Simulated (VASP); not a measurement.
Set up this calculation in VASP 6.6.1, as the native input.

```
Task                   : relaxation of cell and atoms
Functional             : PBE
Potentials or basis    : VASP PAW PBE potentials, release 64 (K_sv, Sb, P)
Cutoff                 : 600 eV
k mesh                 : 4 × 4 × 4
Occupations            : gaussian, width 0.1 eV
Spin                   : no spin polarisation
Dipole correction      : no
Further INCAR settings : ALGO = Normal; EDIFF = 1e-07; IBRION = 2; EDIFFG = -0.04; NSW = 90; ISIF = 3
```

The structure of K6SbP lies in POSCAR:

```
K6SbP
1.0
    0.0000000000      5.4683746600      5.4683746600
    5.4683746600      0.0000000000      5.4683746600
    5.4683746600      5.4683746600      0.0000000000
K Sb P
6 1 1
Direct
    0.7500000000      0.2500000000      0.2500000000
    0.2500000000      0.7500000000      0.2500000000
    0.2500000000      0.7500000000      0.7500000000
    0.7500000000      0.2500000000      0.7500000000
    0.2500000000      0.2500000000      0.7500000000
    0.7500000000      0.7500000000      0.2500000000
    0.5000000000      0.5000000000      0.5000000000
    0.0000000000      0.0000000000      0.0000000000
```

The cell was generated, and may not be a known phase.

These files were run (other wordings do the same):

INCAR

```
PREC = Accurate ; ENCUT = 600
EDIFF = 1E-7 ; ISMEAR = 0
SIGMA = 0.1 ; LREAL = False
LASPH = True ; NELM = 60
ALGO = Normal ; ISIF = 3
LWAVE = False ; LCHARG = False
GGA = PE ; IBRION = 2
NSW = 90 ; EDIFFG = -0.04
```

KPOINTS

```
Automatic mesh
0
Gamma
  4 4 4
```

Potentials or basis: VASP PAW PBE potentials, release 64 (K_sv, Sb, P).

Run with:

```sh
$ cat potpaw_PBE.64/K_sv/POTCAR potpaw_PBE.64/Sb/POTCAR potpaw_PBE.64/P/POTCAR > POTCAR
$ mpirun -np 1 vasp_std > vasp.out
```

It gave:

```yaml
Relaxed_volume: 72.06 Å³/atom
Relaxed_cell: a = 9.342 Å, b = 9.342 Å, c = 9.342 Å, α = 60.00°, β = 60.00°, γ = 60.00°
Space_group_after_relaxing_to_0.1_Å: Fm-3m (No. 225)
Energy_gained_by_relaxing: 868.5 meV/atom
Ionic_steps: 8
Pressure_after_relaxing: 0.1 GPa
Band_gap_on_the_k_mesh: zero (filled and empty bands touch)
```

Caveat: the volume moved by over 15 % at a fixed basis, so the end points are rough; semilocal functionals underestimate gaps, and a narrow one can read as zero; spin-orbit coupling is left out, which moves the levels of the heavy elements.

It took 14 min on 1 thread of AMD EPYC 9R45 96-Core Processor (Zen 5), on a shared host, peak memory 0.67 GiB.
